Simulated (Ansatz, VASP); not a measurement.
**Cs in VASP and in Ansatz**

```
Cs
1.0
     8.96035    0.00000    0.00000
    -4.48018    7.75989    0.00000
     0.00000    0.00000    5.35482
Cs
3
Direct
  0.00000 0.00000 0.00000
  0.33333 0.66667 0.50000
  0.66667 0.33333 0.50000
```

Alike in both runs: task single point; functional r2SCAN; k mesh 5 × 5 × 7; occupations fermi-dirac, width 0.1 eV; no spin polarisation.

|  | VASP | Ansatz |
| --- | --- | --- |
| version | VASP 6.6.1 | Ansatz 0.2.0 |
| potentials or method | VASP PAW PBE potentials, release 64 (Cs_sv), cutoff 520 eV | plane waves (500 eV) with PAW, scalar-relativistic |
| valence electrons in the cell | 27 | 27 |

|  | VASP | Ansatz | Ansatz less VASP |
| --- | --- | --- | --- |
| pressure (GPa) | 0.0 | 0.0 | 0.00 |

VASP's potentials were made for PBE, not for r2SCAN. The functional is the same, so the differences come from potentials, cutoffs and numerics.

Spin-orbit coupling is off throughout.
